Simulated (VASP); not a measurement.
Crystal: CdS (Hawleyite).

```
Cd S
1.0
     0.00000    2.96321    2.96321
     2.96321    0.00000    2.96321
     2.96321    2.96321    0.00000
Cd S
1 1
Direct
  0.00000 0.00000 0.00000
  0.25000 0.25000 0.25000
```

```yaml
Program: VASP 6.6.1
Task: relaxation of cell and atoms
Functional: LDA
Potentials_or_basis: VASP PAW LDA potentials, release 64 (Cd, S)
Cutoff: 600 eV
k_mesh: 6 × 6 × 6
Occupations: fermi-dirac, width 0.02 eV
Spin: no spin polarisation
```

At the start: pressure -4.5 GPa; volume 26.02 Å³/atom.

Question: Where does the relaxation end?

Answer: Over 6 steps the energy falls by 30.1 meV/atom and the volume is 24.03 Å³/atom (-7.6 %); space group F-43m (No. 216, to 0.05 Å).

Step by step:
| step | energy change (eV) | largest force (eV/Å) | pressure (GPa) | volume (Å³) |
| --- | --- | --- | --- | --- |
| 1 | 0.0000 | 0.0000 | -4.49 | 52.04 |
| 2 | -0.0520 | 0.0000 | 2.05 | 46.73 |
| 3 | -0.0602 | 0.0000 | -0.03 | 48.06 |
| 4 | -0.0602 | 0.0000 | 0.13 | 47.98 |
| 5 | -0.0602 | 0.0000 | -0.06 | 48.10 |
| 6 | -0.0602 | 0.0000 | 0.01 | 48.06 |

Final structure:
```
Cd S
1.0
     0.00000    2.88564    2.88564
     2.88564    0.00000    2.88564
     2.88564    2.88564    0.00000
Cd S
1 1
Direct
  0.00000 0.00000 0.00000
  0.25000 0.25000 0.25000
```
